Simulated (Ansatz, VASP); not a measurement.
**One calculation of Pb, two programs**

```
Pb
1.0
     3.50381    0.00000    0.00000
    -1.75190    3.03438    0.00000
     0.00000    0.00000    5.74403
Pb
2
Direct
  0.33333 0.66667 0.25000
  0.66667 0.33333 0.75000
```

Alike in both runs: task single point; functional RPBE; k mesh 11 × 11 × 6; occupations fermi-dirac, width 0.1 eV; no spin polarisation.

|  | VASP | Ansatz |
| --- | --- | --- |
| version | VASP 6.6.1 | Ansatz 0.2.0 |
| potentials or method | VASP PAW PBE potentials, release 64 (Pb_d), cutoff 520 eV | plane waves (420 eV) with PAW, scalar-relativistic |
| valence electrons in the cell | 28 | 28 |

|  | VASP | Ansatz | Ansatz less VASP |
| --- | --- | --- | --- |
| pressure (GPa) | 3.2 | 3.3 | +0.07 |
| traceless stress, the component that is largest in VASP (GPa) | 0.18 | 0.19 | +0.003 |

VASP's potentials were made for PBE, not for RPBE. The functional is the same, so the differences come from potentials, cutoffs and numerics.

Spin-orbit coupling is off throughout.
